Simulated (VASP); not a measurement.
# CoSi (P2_13) in VASP: a series of runs, part 2 of 2

VASP 6.6.1.

### 3 Single point, PBE

This run uses another cell than the first one, of 10.87 Å³/atom.

File INCAR:

```
SYSTEM = CoSi
PREC = Accurate ; ENCUT = 520
EDIFF = 1E-6 ; ISMEAR = 0
SIGMA = 0.05 ; LREAL = .FALSE.
LASPH = .TRUE. ; NELM = 80
ALGO = Normal ; ISIF = 2
LWAVE = .FALSE. ; LCHARG = .FALSE.
GGA = PE ; NBANDS = 36
```

File KPOINTS:

```
regular mesh
0
G
  8 8 8
  0 0 0
```

File POSCAR:

```
CoSi
1.0
    4.4307937177      0.0000000000      0.0000000000
    0.0000000000      4.4307937177      0.0000000000
    0.0000000000      0.0000000000      4.4307937177
Co Si
4 4
Direct
    0.1450289809      0.1450289809      0.1450289809
    0.3549710191      0.8549710191      0.6450289809
    0.6450289809      0.3549710191      0.8549710191
    0.8549710191      0.6450289809      0.3549710191
    0.8431659221      0.8431659221      0.8431659221
    0.6568340779      0.1568340779      0.3431659221
    0.3431659221      0.6568340779      0.1568340779
    0.1568340779      0.3431659221      0.6568340779
```

Potentials or basis: VASP PAW PBE potentials, release 64 (Co, Si).

Run with:

```console
$ cat potpaw_PBE.64/Co/POTCAR potpaw_PBE.64/Si/POTCAR > POTCAR
$ mpirun -np 1 vasp_std > vasp.out
```

OUTCAR:

```text
SYSTEM = CoSi
   PREC = Accurate
   ENCUT = 520
   EDIFF = 1E-6
   ISMEAR = 0
   LREAL = .FALSE.
   LASPH = .TRUE.
   NELM = 80
   ISIF = 2
   GGA = PE

 ion  position               nearest neighbor table
   1  0.145  0.145  0.145-   5 2.32   6 2.34   7 2.34   8 2.34   7 2.43   8 2.43   6 2.43   3 2.72
                             4 2.72   2 2.72   2 2.72   4 2.72   3 2.72
   2  0.355  0.855  0.645-   6 2.32   5 2.34   7 2.34   8 2.34   7 2.43   8 2.43   5 2.43   1 2.72
                             1 2.72   3 2.72   3 2.72   4 2.72   4 2.72
   3  0.645  0.355  0.855-   7 2.32   6 2.34   5 2.34   8 2.34   8 2.43   6 2.43   5 2.43   1 2.72
                             4 2.72   2 2.72   2 2.72   4 2.72   1 2.72
   4  0.855  0.645  0.355-   8 2.32   6 2.34   7 2.34   5 2.34   6 2.43   5 2.43   7 2.43   1 2.72
                             3 2.72   2 2.72   1 2.72   2 2.72   3 2.72
   5  0.843  0.843  0.843-   1 2.32   2 2.34   3 2.34   4 2.34   3 2.43   4 2.43   2 2.43   6 2.74
                             7 2.74   8 2.74   6 2.74   8 2.74   7 2.74
   6  0.657  0.157  0.343-   2 2.32   1 2.34   3 2.34   4 2.34   3 2.43   4 2.43   1 2.43   8 2.74
                             5 2.74   5 2.74   7 2.74   7 2.74   8 2.74
   7  0.343  0.657  0.157-   3 2.32   2 2.34   1 2.34   4 2.34   4 2.43   2 2.43   1 2.43   8 2.74
                             5 2.74   8 2.74   6 2.74   6 2.74   5 2.74
   8  0.157  0.343  0.657-   4 2.32   2 2.34   3 2.34   1 2.34   2 2.43   1 2.43   3 2.43   7 2.74
[... 1142 lines left out ...]

 [... further k-points ...]

------------------------ aborting loop because EDIFF is reached ----------------------------------------

  FORCE on cell =-STRESS in cart. coord.  units (eV):
  Direction    XX          YY          ZZ          XY          YZ          ZX
  --------------------------------------------------------------------------------------
  -------------------------------------------------------------------------------------
  Total       -0.0624187     -0.0624187     -0.0624187      0.0000000     -0.0000000      0.0000000
  in kB       -1.1496907     -1.1496907     -1.1496907      0.0000000     -0.0000000      0.0000000
  external PRESSURE =      -1.1496907 kB  Pullay stress =       0.0000000 kB

 VOLUME and BASIS-vectors are now :
 -----------------------------------------------------------------------------
  energy-cutoff  :      520.00
  volume of cell :       86.99
      direct lattice vectors                 reciprocal lattice vectors
     4.430793718  0.000000000  0.000000000     0.225693197  0.000000000  0.000000000
     0.000000000  4.430793718  0.000000000     0.000000000  0.225693197  0.000000000
     0.000000000  0.000000000  4.430793718     0.000000000  0.000000000  0.225693197

 POSITION                                       TOTAL-FORCE (eV/Angst)
 -----------------------------------------------------------------------------------
      0.64259      0.64259      0.64259         0.000994      0.000994      0.000994
      1.57280      3.78820      2.85799        -0.000994     -0.000994      0.000994
      2.85799      1.57280      3.78820         0.000994     -0.000994     -0.000994
      3.78820      2.85799      1.57280        -0.000994      0.000994     -0.000994
      3.73589      3.73589      3.73589         0.002102      0.002102      0.002102
      2.91030      0.69490      1.52050        -0.002102     -0.002102      0.002102
      1.52050      2.91030      0.69490         0.002102     -0.002102     -0.002102
      0.69490      1.52050      2.91030        -0.002102      0.002102     -0.002102
 -----------------------------------------------------------------------------------
    total drift:                               -0.000000      0.000000      0.000000

  FREE ENERGIE OF THE ION-ELECTRON SYSTEM (eV)
  ---------------------------------------------------
  free  energy   TOTEN  =       -54.7488387831 eV

  energy  without entropy=      -54.7466992598  energy(sigma->0) =      -54.74776902
```

stdout:

```text
POSCAR found type information on POSCAR CoSi
 POSCAR found :  2 types and       8 ions
 scaLAPACK will be used
 LDA part: xc-table for (Slater+PW92), standard interpolation
 POSCAR, INCAR and KPOINTS ok, starting setup
 FFT: planning ... GRIDC
 FFT: planning ... GRID_SOFT
 FFT: planning ... GRID
 WAVECAR not read
 entering main loop
```

It took 3.8 min on 1 thread of Intel Xeon 8259CL, shared host; peak memory 0.27 GiB.

What came out:

- Free energy: -54.7488 eV
- Pressure: -0.1 GPa
- Largest force: 0.004 eV/Å
- Band gap on the k mesh: zero (bands 26 and 27 overlap by 0.21 eV)

Forces in eV/Å, atoms in the order of the input:
```
Co   0.001  0.001  0.001
Co  -0.001 -0.001  0.001
Co   0.001 -0.001 -0.001
Co  -0.001  0.001 -0.001
Si   0.002  0.002  0.002
Si  -0.002 -0.002  0.002
Si   0.002 -0.002 -0.002
Si  -0.002  0.002 -0.002
```

Caveat: the run has no spin polarisation, though such a crystal can be magnetic. Spin polarisation is off, so any magnetic state and its effect on volume and gap are missing.

### 4 Single point, PBE

This run uses another cell than the first one, of 10.93 Å³/atom.

File INCAR:

```
SYSTEM = CoSi
ALGO = Normal ; EDIFF = 1E-6
ENCUT = 520 ; GGA = PE
ISIF = 2 ; ISMEAR = 0
LASPH = .True. ; LCHARG = .True.
LELF = .True. ; LREAL = .False.
LVHAR = .True. ; LWAVE = .False.
NBANDS = 36 ; NELM = 80
PREC = Accurate ; SIGMA = 0.05
```

File KPOINTS:

```
k-points
0
Gamma
  8 8 8
  0 0 0
```

POSCAR: that of step 3 with these lines changed.

```diff
@@ -2,5 +2,5 @@
 1.0
-    4.4307937177      0.0000000000      0.0000000000
-    0.0000000000      4.4307937177      0.0000000000
-    0.0000000000      0.0000000000      4.4307937177
+    4.4380000000      0.0000000000      0.0000000000
+    0.0000000000      4.4380000000      0.0000000000
+    0.0000000000      0.0000000000      4.4380000000
 Co Si
```

Run with:

```console
$ cat potpaw_PBE.64/Co/POTCAR potpaw_PBE.64/Si/POTCAR > POTCAR
$ mpirun -np 1 vasp_std > vasp.out
```

Wall time 3.9 min (1 thread of Intel Xeon 8259CL, shared host); peak memory 0.27 GiB.

The run converged. Its results:

```yaml
Free_energy: -54.7471 eV
Pressure: -1.2 GPa
Largest_force: 0.009 eV/Å
Band_gap_on_the_k_mesh: zero (bands 26 and 27 overlap by 0.21 eV)
```

Forces on the atoms (eV/Å):
```
Co  -0.005 -0.005 -0.005
Co   0.005  0.005 -0.005
Co  -0.005  0.005  0.005
Co   0.005 -0.005  0.005
Si  -0.001 -0.001 -0.001
Si   0.001  0.001 -0.001
Si  -0.001  0.001  0.001
Si   0.001 -0.001  0.001
```

Levels at points of the mesh, in eV from the Fermi level:
| k point | band 23 | band 24 | band 25 | band 26 | band 27 | band 28 | band 29 | band 30 |
| --- | --- | --- | --- | --- | --- | --- | --- | --- |
| (0.00, 0.00, 0.00) | -0.77 | -0.77 | 0.00 | 0.00 | 0.00 | 2.48 | 2.48 | 2.48 |
| (0.50, 0.00, 0.00) | -0.64 | -0.64 | -0.47 | -0.47 | 1.00 | 1.00 | 1.48 | 1.48 |
| (0.50, 0.50, 0.00) | -0.99 | -0.99 | -0.03 | -0.03 | 0.58 | 0.58 | 1.99 | 1.99 |
| (0.50, 0.50, 0.50) | -1.20 | -1.20 | -0.21 | -0.21 | -0.21 | -0.21 | 5.38 | 5.38 |

Caveat: the run has no spin polarisation, though such a crystal can be magnetic. Spin polarisation is off, so any magnetic state and its effect on volume and gap are missing.

### 5 The runs side by side

| cell | gap on the mesh (eV) | pressure (GPa) |
| --- | --- | --- |
| a = 4.371 Å, 8 atoms, atomic positions A | none | 9.7 |
| a = 4.431 Å, 8 atoms, atomic positions B | none | -0.1 |
| a = 4.438 Å, 8 atoms, atomic positions B | none | -1.2 |

Alike in all rows: task single point; level PBE; potentials or basis VASP PAW PBE potentials, release 64 (Co, Si); no spin polarisation; k mesh 8 × 8 × 8; cutoff (eV) 520; smearing gaussian 0.05 eV.

Caveats: the run has no spin polarisation, though such a crystal can be magnetic; the cell stands under pressure (at least some runs).

Total energies depend on the potentials used, so only differences within one code and one set of settings carry meaning.
